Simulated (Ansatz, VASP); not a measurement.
**One calculation of La, two programs**

POSCAR

```
La
1.0
   -2.1238310700      2.1238310700      2.1238310700
    2.1238310700     -2.1238310700      2.1238310700
    2.1238310700      2.1238310700     -2.1238310700
La
1
Direct
    0.0000000000      0.0000000000      0.0000000000
```

File INCAR.step1:

```
ALGO = Normal
EDIFF = 1E-5
ENCUT = 400
GGA = PE
GGA_COMPAT = False
ISIF = 2
ISMEAR = 1
KPAR = 4
LASPH = True
LCHARG = False
LMAXMIX = 6
LORBIT = 11
LORBMOM = True
LREAL = False
LSORBIT = True
LWAVE = True
MAGMOM = 0 0 0
NBANDS = 22
NELM = 200
PREC = Accurate
SIGMA = 0.01
```

INCAR.step2

```
AEXX = 0.25
ALGO = Normal
EDIFF = 1E-6
ENCUT = 400
GGA = PE
GGA_COMPAT = False
HFSCREEN = 0.3
ISIF = 2
ISMEAR = 1
ISTART = 1
KPAR = 4
LASPH = True
LCHARG = False
LHFCALC = True
LMAXMIX = 6
LORBIT = 11
LORBMOM = True
LREAL = False
LSORBIT = True
LWAVE = False
MAGMOM = 0 0 0
NBANDS = 22
NELM = 200
PREC = Accurate
PRECFOCK = Normal
SIGMA = 0.01
```

Contents of KPOINTS:

```
k-points
0
Gamma
  6 6 6
```

input.yaml

```yaml
crystal:
  lattice: { a: 4.24766214, b: 4.24766214, c: 4.24766214, alpha: 90.0, beta: 90.0, gamma: 90.0 }
  space_group: 229
  reduce_to_primitive: true
  atoms:
    - { symbol: La, wyckoff: "2a", position: [0.0, 0.0, 0.0] }
hamiltonian:
  xc: { exchange: pbe, correlation: pbe, exx: { coeff: 0.25, omega: 0.3 } }
  pseudopotentials: { kind: paw_fr }
magnetization:
  noncollinear: true
  spin_orbit: true
kpoints:
  mp_grid: { grid: [6, 6, 6] }
scf:
  occupations: { method: cold, width: 0.01 }
output:
  forces: true
  stress: true
  eigenvalues: true
  write_density: true
  write_potential: true
  elf: true
  volumetric_format: npy
```

Alike in both runs: task single point; functional PBE-based screened hybrid; k mesh 6 × 6 × 6; non-collinear spin, spin-orbit coupling.

|  | VASP | Ansatz |
| --- | --- | --- |
| version | VASP 6.6.1 | Ansatz 0.2.0 |
| potentials or method | VASP PAW PBE potentials, release 64 (La) | Ansatz PAW |
| plane-wave cutoff (eV) | 400 | 420 |
| occupations | methfessel-paxton of order 1, width 0.01 eV | cold, width 0.01 eV |
| valence electrons in the cell | 11 | 11 |

```tsv
	VASP	Ansatz	Ansatz less VASP
pressure (GPa)	1.0	1.1	+0.08
net moment per atom (μB)	0.00	0.00	0.000
```

VASP's potentials were made for PBE, not for PBE-based screened hybrid.

Noted on Ansatz's run: the magnetic or orbital state may not be the lowest.
